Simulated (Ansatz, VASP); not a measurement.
**Two plane-wave programs on Cd2HgTe3**

```
Cd Hg Te
1.0
     4.68910    0.00000    0.00000
    -2.34455    4.06088    0.00000
     0.00000    0.00000   11.46309
Cd Hg Te
2 1 3
Direct
  0.33333 0.66667 0.66600
  0.66667 0.33333 0.33338
  0.00000 0.00000 0.99999
  0.33333 0.66667 0.91581
  0.66667 0.33333 0.58368
  0.00000 0.00000 0.25113
```

Alike in both runs: task relaxation of cell and atoms; functional PBE; k mesh 12 × 12 × 4; occupations gaussian, width 0.1 eV; no spin polarisation.

|  | VASP | Ansatz |
| --- | --- | --- |
| version | VASP 6.6.1 | Ansatz 0.2.0 |
| potentials or method | VASP PAW PBE potentials, release 64 (Cd, Hg, Te), cutoff 600 eV | scalar-relativistic, plane waves, PAW |
| valence electrons in the cell | 54 | 108 |

```csv
,VASP,Ansatz,Ansatz less VASP
"gap on the k mesh at the Fermi level, each at its own relaxed structure (eV)",none,none,-
relaxed volume (Å³/atom),36.52,36.43,-0.090
relaxed length of the cell vector where the two differ most in proportion (Å),4.694,4.690,-0.0043
```

A gap of «none» marks a metal or a gap that the smearing closes. VASP's potentials hold 54 valence electrons a cell and Ansatz's 108, so a difference there can come from the potentials and not from the codes.

Spin-orbit coupling is off throughout.
